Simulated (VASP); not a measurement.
# Nb (R-3m) in VASP: a series of runs

The runs below take Nb through single point, relaxation of cell and atoms, with PBEsol.

Everything below comes from runs of VASP 6.6.1. Logs are shortened: lines on timing, memory, paths and dates and some standing lists are left out, and cuts for length are marked.

## Step 1: The cell of the first run

The structure is trigonal, space group R-3m (No. 166). Conventional cell: a = 2.818 Å, b = 2.818 Å, c = 23.617 Å, α = 90.00°, β = 90.00°, γ = 120.00°. Nb (site symmetry -3m) has 12 Nb at 2.82 to 3.09 Å within 3.7 Å. Within 3.7 Å of Nb (site symmetry 3m) lie 12 Nb at 2.82 to 3.09 Å.

## Step 2: Single point, PBEsol

Contents of INCAR:

```
SYSTEM = Nb
PREC = Accurate
ENCUT = 520
EDIFF = 1E-6
ISMEAR = 0
SIGMA = 0.1
LREAL = .FALSE.
LASPH = .TRUE.
NELM = 100
ALGO = Normal
ISIF = 2
LWAVE = .FALSE.
LCHARG = .TRUE.
GGA = PS
LELF = .TRUE.
LVHAR = .TRUE.
NBANDS = 26
```

Contents of KPOINTS:

```
Automatic mesh
0
G
  9 9 9
  0 0 0
```

Contents of POSCAR:

```
Nb
1.0
    1.4090808324      0.8135331979      7.8721758926
   -1.4090808324      0.8135331979      7.8721758926
    0.0000000000     -1.6270663958      7.8721758926
Nb
3
Direct
    0.0000000000      0.0000000000      0.0000000000
    0.2222889372      0.2222889372      0.2222889372
    0.7777110628      0.7777110628      0.7777110628
```

Potentials or basis: VASP PAW PBE potentials, release 64 (Nb_sv).

Launch:

```console
cat potpaw_PBE.64/Nb_sv/POTCAR > POTCAR
mpirun -np 1 vasp_std > vasp.out
```

OUTCAR:

```text
SYSTEM = Nb
   PREC = Accurate
   ENCUT = 520
   EDIFF = 1E-6
   ISMEAR = 0
   LREAL = .FALSE.
   LASPH = .TRUE.
   NELM = 100
   ISIF = 2
   GGA = PS

 ion  position               nearest neighbor table
   1  0.000  0.000  0.000-
   2  0.222  0.222  0.222-
   3  0.778  0.778  0.778-

  LATTYP: Found a trigonal (rhomboedric) cell.
 ALAT       =     8.0385632012
 COS(alpha) =     0.9385467368

  Lattice vectors:

 A1 = (   1.4090808324,   0.8135331979,   7.8721758926)
 A2 = (  -1.4090808324,   0.8135331979,   7.8721758926)
 A3 = (   0.0000000000,  -1.6270663958,   7.8721758926)

Analysis of symmetry for initial positions (statically):
=====================================================================
 Subroutine PRICEL returns:
 Original cell was already a primitive cell.

 Routine SETGRP: Setting up the symmetry group for a
 trigonal (rhombohedral) supercell.

 Subroutine GETGRP returns: Found 12 space group operations
 (whereof 12 operations were pure point group operations)
 out of a pool of 12 trial point group operations.

The static configuration has the point symmetry D_3d.

Analysis of symmetry for dynamics (positions and initial velocities):
=====================================================================
 Subroutine PRICEL returns:
 Original cell was already a primitive cell.

 Routine SETGRP: Setting up the symmetry group for a
 trigonal (rhombohedral) supercell.

 Subroutine GETGRP returns: Found 12 space group operations
 (whereof 12 operations were pure point group operations)
 out of a pool of 12 trial point group operations.

The dynamic configuration has the point symmetry D_3d.

 Subroutine INISYM returns: Found 12 space group operations
 (whereof 12 operations are pure point group operations),
 and found     1 'primitive' translations

----------------------------------------------------------------------------------------

                                     Primitive cell

  volume of cell :      54.1449

  direct lattice vectors                    reciprocal lattice vectors
     1.409080832  0.813533198  7.872175893     0.354841247  0.204867690  0.042343227
    -1.409080832  0.813533198  7.872175893    -0.354841247  0.204867690  0.042343227
     0.000000000 -1.627066396  7.872175893     0.000000000 -0.409735379  0.042343227

[... 75 lines left out ...]
 SYSTEM =  Nb
   PREC   = accura    normal or accurate (medium, high low for compatibility)
   ISTART =      0    job   : 0-new  1-cont  2-samecut
   ICHARG =      2    charge: 1-file 2-atom 10-const
   ISPIN  =      1    spin polarized calculation?
   LNONCOLLINEAR =      F non collinear calculations
   LSORBIT =      F    spin-orbit coupling
   LASPH  =      T    aspherical Exc in radial PAW
   ENCUT  =  520.0 eV  38.22 Ry    6.18 a.u.  14.95 14.95 14.95*2*pi/ulx,y,z
   NELM   =    100;   NELMIN=  2; NELMDL= -5     # of ELM steps
   EDIFF  = 0.1E-05   stopping-criterion for ELM
   LREAL  =      F    real-space projection
   EDIFFG = 0.1E-04   stopping-criterion for IOM
   NSW    =      0    number of steps for IOM
   IBRION =     -1    ionic relax: 0-MD 1-quasi-New 2-CG
   NFREE  =      0    steps in history (QN), initial steepest desc. (CG)
   ISIF   =      2    stress and relaxation
   ISYM   =      2    0-nonsym 1-usesym 2-fastsym
   POTIM  = 0.5000    time-step for ionic-motion
   TEBEG  =    0.0;   TEEND  =   0.0 temperature during run
   PSTRESS=    0.0 pullay stress
   NELECT =      39.0000    total number of electrons
   NUPDOWN=      -1.0000    fix difference up-down
   EMIN   =  10.00;   EMAX   =-10.00  energy-range for DOS
   EFERMI =   0.00;   METHOD = LEGACY
   ISMEAR =     0;   SIGMA  =   0.10  broadening in eV -4-tet -1-fermi 0-gaus
   EFERMI_NEDOS =   21; number of points for ismear=-14 and -15
   IALGO  =     38    algorithm
   IMIX   =      4    mixing-type and parameters
     AMIX     =   0.40;   BMIX     =  1.00
     AMIX_MAG =   1.60;   BMIX_MAG =  1.00
  volume/ion in A,a.u.               =      18.05       121.80
  Fermi-wavevector in a.u.,A,eV,Ry     =   1.467497  2.773168 29.300801  2.153548
  Thomas-Fermi vector in A             =   2.583108
   LORBIT       =      0    0 simple, 1 ext, 2 COOP (PROOUT), +10 PAW based schemes
   GGA     = PS    functional components
   LHFCALC =     F    Hartree Fock is set to
   AEXX    =    0.0000 exact exchange contribution
   IVDW    =     0    specifies the selected vdW correction
   LEPSILON=     F    determine dielectric tensor
   LRPA    =     F    only Hartree local field effects (RPA)
 non-spin polarized calculation
 Gauss-broadening in eV      SIGMA  =   0.10
  energy-cutoff  :      520.00
  volume of cell :       54.14
 maximum number of plane-waves:      1477
   NGX = 29   NGY = 29   NGZ = 29

 number of electron      39.0000003 magnetization

 Free energy of the ion-electron system (eV)
  ---------------------------------------------------
  ext. energy  EPLUGINS =         0.00000000
  ---------------------------------------------------
  free energy    TOTEN  =       -31.95937731 eV

  energy without entropy =      -31.94013076  energy(sigma->0) =      -31.94975404

 E-fermi :  11.3901     XC(G=0): -12.5976

 val. band max:       11.3795413568   @ k =  -0.3333   0.4444   0.2222
 cond. band min:      11.4052212065   @ k =   0.4444   0.2222   0.2222
 fundamental gap:      0.0256798496
 Fermi energy:        11.3901311610

 k-point     1 :       0.0000    0.0000    0.0000
  band No.  band energies     occupation
      1     -43.2417      2.00000
      2     -43.1448      2.00000
      3     -43.1412      2.00000
      4     -19.5560      2.00000
      5     -19.5536      2.00000
      6     -18.8045      2.00000
[... 685 lines left out ...]
     25      15.9318      0.00000
     26      16.8713      0.00000

 [... further k-points ...]
[... 5 lines left out ...]
  --------------------------------------------------------------------------------------
  -------------------------------------------------------------------------------------
  Total       -0.1037664     -0.1037664     -0.1737104      0.0000000     -0.0000000      0.0000000
  in kB       -3.0705084     -3.0705084     -5.1401899      0.0000000     -0.0000000      0.0000000
  external PRESSURE =      -3.7604022 kB  Pullay stress =       0.0000000 kB

 VOLUME and BASIS-vectors are now :
 -----------------------------------------------------------------------------
  energy-cutoff  :      520.00
  volume of cell :       54.14
      direct lattice vectors                 reciprocal lattice vectors
     1.409080832  0.813533198  7.872175893     0.354841247  0.204867690  0.042343227
    -1.409080832  0.813533198  7.872175893    -0.354841247  0.204867690  0.042343227
     0.000000000 -1.627066396  7.872175893     0.000000000 -0.409735379  0.042343227

 POSITION                                       TOTAL-FORCE (eV/Angst)
 -----------------------------------------------------------------------------------
      0.00000      0.00000      0.00000         0.000000      0.000000     -0.000000
      0.00000      0.00000      5.24969        -0.000000      0.000000     -0.000305
      0.00000      0.00000     18.36683        -0.000000      0.000000      0.000305
 -----------------------------------------------------------------------------------
    total drift:                               -0.000000      0.000000     -0.000000

  FREE ENERGIE OF THE ION-ELECTRON SYSTEM (eV)
  ---------------------------------------------------
  free  energy   TOTEN  =       -31.9593773109 eV

  energy  without entropy=      -31.9401307638  energy(sigma->0) =      -31.94975404
```

It took 9.5 min on 1 thread of Intel Xeon Platinum 8124M at 3.00GHz (Skylake/Cascade Lake), shared host; peak memory 0.51 GiB.

Results:

| Property | Result |
| --- | --- |
| Free energy | -31.9594 eV |
| Pressure | -0.4 GPa |

Caveat: the PAW data sets were made with another functional, which shifts forces and pressure a little.

## Step 3: Relaxation of cell and atoms, PBEsol

This run uses another cell than the first one, of 17.86 Å³/atom, 0.990 times its volume.

Contents of INCAR:

```
PREC = Accurate ; ENCUT = 600
EDIFF = 1E-7 ; ISMEAR = 0
SIGMA = 0.1 ; LREAL = False
LASPH = True ; NELM = 100
ALGO = Normal ; ISIF = 3
LWAVE = False ; LCHARG = False
GGA = PS ; IBRION = 2
NSW = 90 ; EDIFFG = -0.04
```

Contents of KPOINTS:

```
Automatic mesh
0
Gamma
  9 9 9
```

Contents of POSCAR:

```
Nb
1.0
    1.4059607753      0.8117318321      7.8263273565
   -1.4059607753      0.8117318321      7.8263273565
    0.0000000000     -1.6234636642      7.8263273565
Nb
3
Direct
    0.0000000000      0.0000000000      0.0000000000
    0.2223328358      0.2223328358      0.2223328358
    0.7776671642      0.7776671642      0.7776671642
```

Potentials or basis: VASP PAW PBE potentials, release 64 (Nb_sv).

Launch:

```console
cat potpaw_PBE.64/Nb_sv/POTCAR > POTCAR
mpirun -np 1 vasp_std > vasp.out
```

It took 34 min on 1 thread of Intel Xeon Platinum 8124M at 3.00GHz (Skylake/Cascade Lake), shared host; peak memory 0.66 GiB.

Results (log left out):

* Free energy: -31.9596 eV
* Relaxed volume: 18.01 Å³/atom
* Relaxed cell: a = 8.018 Å, b = 8.018 Å, c = 8.018 Å, α = 20.25°, β = 20.25°, γ = 20.25°
* Space group after relaxing (to 0.05 Å): R-3m (No. 166)
* Energy gained by relaxing: 0.7 meV/atom
* Ionic steps: 3
* Pressure after relaxing: 0.0 GPa
* Largest force after relaxing: 0.011 eV/Å

Forces on the atoms (eV/Å):
```
Nb   0.000  0.000  0.000
Nb   0.000  0.000 -0.011
Nb   0.000  0.000  0.011
```

Stress tensor (GPa, compression positive):
```
-0.13  0.00  0.00
 0.00 -0.13  0.00
 0.00  0.00  0.19
```

The path:
```csv
step,energy change (eV),largest force (eV/Å),pressure (GPa),volume (Å³)
1,0.0000,0.0166,1.45,53.59
2,0.0047,0.0025,-2.59,54.86
3,-0.0020,0.0114,-0.02,54.04
```

Final structure:
```
Nb
1.0
     1.40959    0.81383    7.85055
    -1.40959    0.81383    7.85055
     0.00000   -1.62766    7.85055
Nb
3
Direct
  0.00000 0.00000 0.00000
  0.22232 0.22232 0.22232
  0.77768 0.77768 0.77768
```

Levels at points of the mesh, in eV from the Fermi level:
| k point | band 16 | band 17 | band 18 | band 19 | band 20 | band 21 | band 22 | band 23 |
| --- | --- | --- | --- | --- | --- | --- | --- | --- |
| (0.00, 0.00, 0.00) | -1.19 | -0.90 | -0.90 | 0.30 | 0.30 | 0.40 | 0.40 | 0.69 |

Caveat: the PAW data sets were made with another functional, which shifts forces and pressure a little.

## Step 4: Single point, PBEsol

This run uses another cell than the first one, of 17.86 Å³/atom, 0.990 times its volume.

Contents of INCAR:

```
PREC = Accurate ; ENCUT = 520
EDIFF = 1E-6 ; ISMEAR = 0
SIGMA = 0.1 ; LREAL = False
LASPH = True ; NELM = 100
ALGO = Normal ; ISIF = 2
LWAVE = False ; LCHARG = False
GGA = PS ; NBANDS = 26
```

Contents of KPOINTS:

```
regular mesh
0
Gamma
  6 6 6
```

POSCAR is that of step 3.

Potentials or basis: VASP PAW PBE potentials, release 64 (Nb_sv).

Launch:

```console
cat potpaw_PBE.64/Nb_sv/POTCAR > POTCAR
mpirun -np 1 vasp_std > vasp.out
```

OUTCAR:

```text
PREC = Accurate
   ENCUT = 520
   EDIFF = 1E-6
   ISMEAR = 0
   LREAL = False
   LASPH = True
   NELM = 100
   ISIF = 2
   GGA = PS

 ion  position               nearest neighbor table
   1  0.000  0.000  0.000-
   2  0.222  0.222  0.222-
   3  0.778  0.778  0.778-

  LATTYP: Found a trigonal (rhomboedric) cell.
 ALAT       =     7.9929365167
 COS(alpha) =     0.9381180946

  Lattice vectors:

 A1 = (   1.4059607753,   0.8117318321,   7.8263273565)
 A2 = (  -1.4059607753,   0.8117318321,   7.8263273565)
[... 191 lines left out ...]
      5     -19.3943      2.00000
      6     -18.6136      2.00000
[... 685 lines left out ...]
     25      15.0071      0.00000
     26      15.4008      0.00000

 [... further k-points ...]
[... 5 lines left out ...]
  --------------------------------------------------------------------------------------
  -------------------------------------------------------------------------------------
  Total       -0.0306330     -0.0306330      0.0118167      0.0000000     -0.0000000      0.0000000
  in kB       -0.9158090     -0.9158090      0.3532755      0.0000000     -0.0000000      0.0000000
  external PRESSURE =      -0.4927808 kB  Pullay stress =       0.0000000 kB

 VOLUME and BASIS-vectors are now :
 -----------------------------------------------------------------------------
  energy-cutoff  :      520.00
  volume of cell :       53.59
      direct lattice vectors                 reciprocal lattice vectors
     1.405960775  0.811731832  7.826327357     0.355628698  0.205322325  0.042591284
    -1.405960775  0.811731832  7.826327357    -0.355628698  0.205322325  0.042591284
     0.000000000 -1.623463664  7.826327357     0.000000000 -0.410644649  0.042591284

 POSITION                                       TOTAL-FORCE (eV/Angst)
 -----------------------------------------------------------------------------------
      0.00000      0.00000      0.00000         0.000000      0.000000      0.000000
      0.00000      0.00000      5.22015         0.000000      0.000000      0.009362
      0.00000      0.00000     18.25883         0.000000      0.000000     -0.009362
 -----------------------------------------------------------------------------------
    total drift:                                0.000000     -0.000000      0.000000

  FREE ENERGIE OF THE ION-ELECTRON SYSTEM (eV)
  ---------------------------------------------------
  free  energy   TOTEN  =       -32.0141181863 eV

  energy  without entropy=      -31.9976334209  energy(sigma->0) =      -32.00587580
```

Wall time 3.4 min (1 thread of Intel Xeon Platinum 8124M at 3.00GHz (Skylake/Cascade Lake), shared host); peak memory 0.46 GiB.

What came out:

| Quantity | Value |
| --- | --- |
| Free energy | -32.0141 eV |
| Pressure | 0.0 GPa |
| Largest force | 0.009 eV/Å |

Forces in eV/Å, atoms in the order of the input:
```
Nb   0.000  0.000  0.000
Nb   0.000  0.000  0.009
Nb   0.000  0.000 -0.009
```

Levels at points of the mesh, in eV from the Fermi level:
```tsv
k point	band 15	band 16	band 17	band 18	band 19	band 20	band 21	band 22	band 23	band 24
(0.00, 0.00, 0.00)	-4.19	-1.18	-0.86	-0.86	0.32	0.32	0.42	0.42	0.71	0.71
(0.50, 0.00, 0.00)	-3.65	-3.02	-2.92	-1.11	0.56	0.80	0.85	3.07	3.34	3.35
(0.50, 0.50, 0.00)	-3.54	-3.27	-2.09	-1.80	0.81	0.83	1.55	1.56	2.82	4.58
(0.50, 0.50, 0.50)	-4.03	-1.42	-1.39	0.30	0.30	0.45	0.51	0.51	0.63	0.63
```

Caveat: the k points lie up to 0.43 Å⁻¹ apart; the PAW data sets were made with another functional, which shifts forces and pressure a little.

## Step 5: The runs side by side

```tsv
task	cell	k mesh	cutoff (eV)	gap on the mesh (eV)	pressure (GPa)	largest force (eV/Å)
single point	a = 8.039 Å, angles 20.2°, 3 atoms	9 × 9 × 9	520	none	-0.4	-
relaxation of cell and atoms	relaxed from a = 7.993 Å, angles 20.3°, 3 atoms	9 × 9 × 9	600	none	0.0	0.01
single point	a = 7.993 Å, angles 20.3°, 3 atoms	6 × 6 × 6	520	none	0.0	0.01
```

Alike in all rows: level PBEsol; potentials or basis VASP PAW PBE potentials, release 64 (Nb_sv); no spin polarisation; smearing gaussian 0.1 eV.

Caveats: some runs use coarse meshes; the PAW data sets were made with another functional, which shifts forces and pressure a little.

Total energies depend on the potentials used, so only differences within one code and one set of settings carry meaning.
